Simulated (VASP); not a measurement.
Input of a VASP 6.6.1 run:

Contents of INCAR:

```
PREC = Accurate
ENCUT = 520
EDIFF = 1E-7
ISMEAR = -1
SIGMA = 0.1
LREAL = False
LASPH = True
NELM = 150
ALGO = Normal
ISIF = 2
LWAVE = False
LCHARG = True
ISPIN = 2
MAGMOM = 0 1.5 0 0 0
LORBIT = 11
LMAXMIX = 4
GGA = PE
LELF = True
LVHAR = True
NBANDS = 32
```

The input KPOINTS:

```
regular mesh
0
Gamma
  6 6 6
```

Contents of POSCAR:

```
SrVO3
1.0
    3.8409000000      0.0000000000      0.0000000000
    0.0000000000      3.8409000000      0.0000000000
    0.0000000000      0.0000000000      3.8409000000
Sr V O
1 1 3
Direct
    0.5000000000      0.5000000000      0.5000000000
    0.0000000000      0.0000000000      0.0000000000
    0.5000000000      0.0000000000      0.0000000000
    0.0000000000      0.5000000000      0.0000000000
    0.0000000000      0.0000000000      0.5000000000
```

Potentials or basis: VASP PAW PBE potentials, release 64 (Sr_sv, V_sv, O).

Command:

```console
$ cat potpaw_PBE.64/Sr_sv/POTCAR potpaw_PBE.64/V_sv/POTCAR potpaw_PBE.64/O/POTCAR > POTCAR
$ mpirun -np 1 vasp_std > vasp.out
```

Predict the net moment.

0.00 μB per cell.

Predict the pressure.

3.5 GPa.

Caveat: the cell stands under pressure.
